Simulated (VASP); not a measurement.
Here is a VASP 6.6.1 calculation.

INCAR

```
ALGO = Normal ; EDIFF = 1E-7
EDIFFG = -0.04 ; ENCUT = 600
GGA = PE ; IBRION = 2
ISIF = 3 ; ISMEAR = 0
LASPH = T ; LCHARG = F
LREAL = F ; LWAVE = F
NELM = 60 ; NSW = 90
PREC = Accurate ; SIGMA = 0.1
```

KPOINTS

```
k-points
0
Gamma
  6 6 6
```

Contents of POSCAR:

```
Ga2GeSe2
1.0
   -2.1610998500      2.1610998500      5.9189590700
    2.1610998500     -2.1610998500      5.9189590700
    2.1610998500      2.1610998500     -5.9189590700
Ga Ge Se
2 1 2
Direct
    0.3750000000      0.3750000000      0.0000000000
    0.6250000000      0.6250000000      0.0000000000
    0.0000000000      0.0000000000      0.0000000000
    0.7500000000      0.2500000000      0.5000000000
    0.2500000000      0.7500000000      0.5000000000
```

Potentials or basis: VASP PAW PBE potentials, release 64 (Ga_d, Ge_d, Se).

Run with:

```bash
$ cat potpaw_PBE.64/Ga_d/POTCAR potpaw_PBE.64/Ge_d/POTCAR potpaw_PBE.64/Se/POTCAR > POTCAR
$ mpirun -np 1 vasp_std > vasp.out
```

(1) What does it give for the band gap on the k mesh?

(2) Predict the space group after relaxing (to 0.1 Å).

Answers

(1) zero (bands 26 and 27 overlap by 1.55 eV).

(2) I4/mmm (No. 139).

Caveat: a cell axis changed by over 15 % at a fixed basis, so the end point is rough.
